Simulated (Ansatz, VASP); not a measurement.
# HfB: VASP beside Ansatz

```
Hf B
1.0
     0.00000    2.39370    2.39370
     2.50549    0.00000    2.39370
     2.50549    2.39370    0.00000
Hf B
1 1
Direct
  0.49905 0.50095 0.50095
  0.01573 0.98427 0.98427
```

Change from the starting cell: mode 4 frozen in at -0.075 Å, normal strain along x +0.0467.

Alike in both runs: task single point; functional PBEsol; k mesh 16 × 16 × 16; occupations gaussian, width 0.15 eV; no spin polarisation.

|  | VASP | Ansatz |
| --- | --- | --- |
| version | VASP 6.6.1 | Ansatz 0.2.0 |
| potentials or method | VASP PAW PBE potentials, release 64 (Hf_pv, B), cutoff 520 eV | scalar-relativistic, plane waves, PAW |
| valence electrons in the cell | 13 | 29 |

Ansatz gave:

* gap on the k mesh at the Fermi level (eV): none
* pressure (GPa): -6.6
* traceless stress, the component that is largest in VASP (GPa): -8.14
* rms of the force components (eV/Å): 0.243

Which values does VASP return?

gap on the k mesh at the Fermi level (eV): none; pressure (GPa): -6.4; traceless stress, the component that is largest in VASP (GPa): -8.26; rms of the force components (eV/Å): 0.243.

VASP's potentials were made for PBE, not for PBEsol. Atom by atom the forces differ by 0.001 eV/Å (rms over components). A gap of «none» marks a metal or a gap that the smearing closes. With one functional, cell and mesh, what is left measures potentials, basis and numerics. VASP's potentials hold 13 valence electrons a cell and Ansatz's 29, so a difference there can come from the potentials and not from the codes.

Spin-orbit coupling is off throughout.
